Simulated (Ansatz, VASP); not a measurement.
Al2Cu in VASP and in Ansatz

File INCAR:

```
SYSTEM = Al2Cu
  PREC = Accurate
  ENCUT = 520
  EDIFF = 1E-7
  ISMEAR = 0
  SIGMA = 0.15
  LREAL = .FALSE.
  LASPH = .TRUE.
  NELM = 80
  ALGO = Fast
  ISIF = 2
  LWAVE = .FALSE.
  LCHARG = .FALSE.
  GGA = PS
  NBANDS = 16
```

File KPOINTS:

```
regular mesh
0
G
  10 10 14
  0 0 0
```

Contents of POSCAR:

```
Al2Cu
1.0
    4.0842078946      0.0000000000      0.0000000000
    0.0000000000      4.0842078946      0.0000000000
    0.0000000000      0.0000000000      2.8458943809
Al Cu
2 1
Direct
    0.5024873978      0.0078029139      0.5000000000
   -0.0363105904      0.4667010095      0.5000000000
    0.0143612780      0.0108255968      0.0000000000
```

Input for Ansatz:

```yaml
crystal:
  lattice:
    - [4.0842078946, 0.0, 0.0]
    - [0.0, 4.0842078946, 0.0]
    - [0.0, 0.0, 2.8458943809]
  atoms:
    - { symbol: Al, position: [0.5024873978, 0.0078029139, 0.5] }
    - { symbol: Al, position: [-0.0363105904, 0.4667010095, 0.5] }
    - { symbol: Cu, position: [0.014361278, 0.0108255968, 0.0] }
basis:
  ecutwfc: 520.0
kpoints:
  mp_grid: { grid: [10, 10, 14] }
hamiltonian:
  xc: pbesol
  pseudopotentials: { kind: paw, azcp: { folder: soft_1 } }
scf:
  occupations: { method: gaussian, width: 0.15 }
output:
  forces: true
  stress: true
  eigenvalues: true
```

Change from the starting cell: mode 4 frozen in at -0.148 Å and mode 9 at -0.136 Å (largest displacements).

Alike in both runs: task single point; functional PBEsol; k mesh 10 × 10 × 14; occupations gaussian, width 0.15 eV; no spin polarisation.

```csv
,VASP,Ansatz
version,VASP 6.6.1,Ansatz 0.2.0
potentials or method,"VASP PAW PBE potentials, release 64 (Al, Cu), cutoff 520 eV","scalar-relativistic, plane waves, PAW"
valence electrons in the cell,17,25
```

|  | VASP | Ansatz | Ansatz less VASP |
| --- | --- | --- | --- |
| gap on the k mesh at the Fermi level (eV) | none | none | - |
| pressure (GPa) | 2.2 | 2.0 | -0.18 |
| traceless stress, the component that is largest in VASP (GPa) | 0.71 | 0.70 | -0.002 |
| rms of the force components (eV/Å) | 0.758 | 0.754 | -0.0039 |

VASP's potentials were made for PBE, not for PBEsol, and Ansatz warns of the same on its side. Atom by atom the forces differ by 0.004 eV/Å (rms over components). A gap of «none» marks a metal or a gap that the smearing closes. The functional is the same, so the differences come from potentials, cutoffs and numerics. VASP's potentials hold 17 valence electrons a cell and Ansatz's 25, so a difference there can come from the potentials and not from the codes.
